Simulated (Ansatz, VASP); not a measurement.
**Ni: VASP beside Ansatz**

Contents of INCAR:

```
  PREC = Accurate
  ENCUT = 520
  EDIFF = 1E-6
  ISMEAR = -1
  SIGMA = 0.1
  LREAL = F
  LASPH = T
  NELM = 100
  ALGO = Normal
  ISIF = 2
  LWAVE = F
  LCHARG = F
  GGA = RE
  NBANDS = 17
```

Contents of KPOINTS:

```
regular mesh
0
Gamma
  17 17 16
```

POSCAR

```
Ni
1.0
   -3.0050476715      3.0053789501      1.2417292931
    3.0053789501     -3.0050476715      1.2417292931
    1.5654432578      1.5654432578     -1.2411225558
Ni
2
Direct
    0.0000209121      0.9999790879      0.0000000000
    0.7499790879      0.2500209121      0.5000000000
```

Input for Ansatz:

```yaml
crystal:
  lattice:
    - [-3.0050476715, 3.0053789501, 1.2417292931]
    - [3.0053789501, -3.0050476715, 1.2417292931]
    - [1.5654432578, 1.5654432578, -1.2411225558]
  atoms:
    - { symbol: Ni, position: [2.09121e-05, 0.9999790879, 0.0] }
    - { symbol: Ni, position: [0.7499790879, 0.2500209121, 0.5] }
hamiltonian:
  xc: revpbe
  pseudopotentials:
    kind: paw
    azcp:
      Ni: "pseudopotentials/Ni.paw.azcp"
basis:
  ecutwfc: 420
  fft_grid_basis: typed
kpoints:
  mp_grid: { grid: [17, 17, 16], shift: [0, 0, 0] }
magnetization:
  spin_polarized: false
scf:
  occupations: { method: fermi_dirac, width: 0.1 }
  lower_state_search: "off"
output:
  stress: true
```

Alike in both runs: task single point; functional revPBE; k mesh 17 × 17 × 16; occupations fermi-dirac, width 0.1 eV; no spin polarisation.

|  | VASP | Ansatz |
| --- | --- | --- |
| version | VASP 6.6.1 | Ansatz 0.2.0 |
| potentials or method | VASP PAW PBE potentials, release 64 (Ni), cutoff 520 eV | plane waves (420 eV) with PAW, scalar-relativistic |
| valence electrons in the cell | 20 | 36 |

|  | VASP | Ansatz | Ansatz less VASP |
| --- | --- | --- | --- |
| pressure (GPa) | -6.1 | -6.4 | -0.27 |
| traceless stress, the component that is largest in VASP (GPa) | 0.20 | 0.23 | +0.036 |

VASP's potentials were made for PBE, not for revPBE. VASP's potentials hold 20 valence electrons a cell and Ansatz's 36, so a difference there can come from the potentials and not from the codes.
